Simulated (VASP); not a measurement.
Set up this calculation in VASP 6.6.1, as the native input.

```
Task                   : relaxation of shape and atoms at fixed volume
Functional             : PBEsol
Potentials or basis    : VASP PAW PBE potentials, release 64 (Zn)
Cutoff                 : 600 eV
k mesh                 : 18 × 18 × 8
Occupations            : gaussian, width 0.1 eV
Spin                   : no spin polarisation
Dipole correction      : no
Further INCAR settings : ALGO = Fast; EDIFF = 1e-06; IBRION = 2; EDIFFG = -0.01; NSW = 50; ISIF = 4
```

The structure of Zn lies in POSCAR:

```
Zn
1.0
    2.6183526962      0.0000000000      0.0000000000
   -1.3091763481      2.2675599509      0.0000000000
    0.0000000000      0.0000000000      4.9435353902
Zn
2
Direct
    0.3333333333      0.6666666667      0.2500000000
    0.6666666667      0.3333333333      0.7500000000
```

These files were run (other wordings do the same):

INCAR

```
PREC = Accurate
ENCUT = 600
EDIFF = 1E-6
ISMEAR = 0
SIGMA = 0.1
LREAL = F
LASPH = T
NELM = 100
ALGO = Fast
ISIF = 4
LWAVE = F
LCHARG = F
GGA = PS
IBRION = 2
NSW = 50
EDIFFG = -0.01
```

KPOINTS

```
Automatic mesh
0
Gamma
  18 18 8
```

Potentials or basis: VASP PAW PBE potentials, release 64 (Zn).

Launch:

```console
$ cat potpaw_PBE.64/Zn/POTCAR > POTCAR
$ mpirun -np 1 vasp_std > vasp.out
```

It gave:

```yaml
Energy_gained_by_relaxing: 0.5 meV/atom
Ionic_steps: 3
Pressure_after_relaxing: -1.7 GPa
Band_gap_on_the_k_mesh: zero (bands 12 and 13 overlap by 5.17 eV)
```

Caveat: the PAW data sets were made with another functional, which shifts forces and pressure a little.

Wall time 2.1 min on 1 thread of Intel(R) Xeon(R) Platinum 8259CL CPU @ 2.50GHz (Skylake/Cascade Lake), with other jobs on the host, peak memory 0.22 GiB.
